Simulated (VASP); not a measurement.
Here is a VASP 6.6.1 calculation.

Contents of INCAR:

```
PREC = Accurate ; ENCUT = 520
EDIFF = 1E-6 ; ISMEAR = 0
SIGMA = 0.15 ; LREAL = False
LASPH = True ; NELM = 60
ALGO = Fast ; ISIF = 2
LWAVE = False ; LCHARG = False
GGA = PE ; NBANDS = 13
```

The input KPOINTS:

```
regular mesh
0
Gamma
  20 20 20
```

POSCAR

```
Ru
1.0
    0.1333558828      2.0670161826      2.0670161826
    2.0670161826      0.1333558828      2.0670161826
    2.0670161826      2.0670161826      0.1333558828
Ru
1
Direct
    0.0000000000      0.0000000000      0.0000000000
```

Potentials or basis: VASP PAW PBE potentials, release 64 (Ru_pv).

Run with:

```bash
$ cat potpaw_PBE.64/Ru_pv/POTCAR > POTCAR
$ mpirun -np 1 vasp_std > vasp.out
```

Estimate the pressure.

-28.1 GPa.

Predict the band gap on the k mesh.

zero (band 7 reaches 11.69 eV, above the bottom of band 8 at 9.01 eV).

Stress tensor (GPa, compression positive):
```
-28.12  -8.72  -8.72
 -8.72 -28.12  -8.72
 -8.72  -8.72 -28.12
```
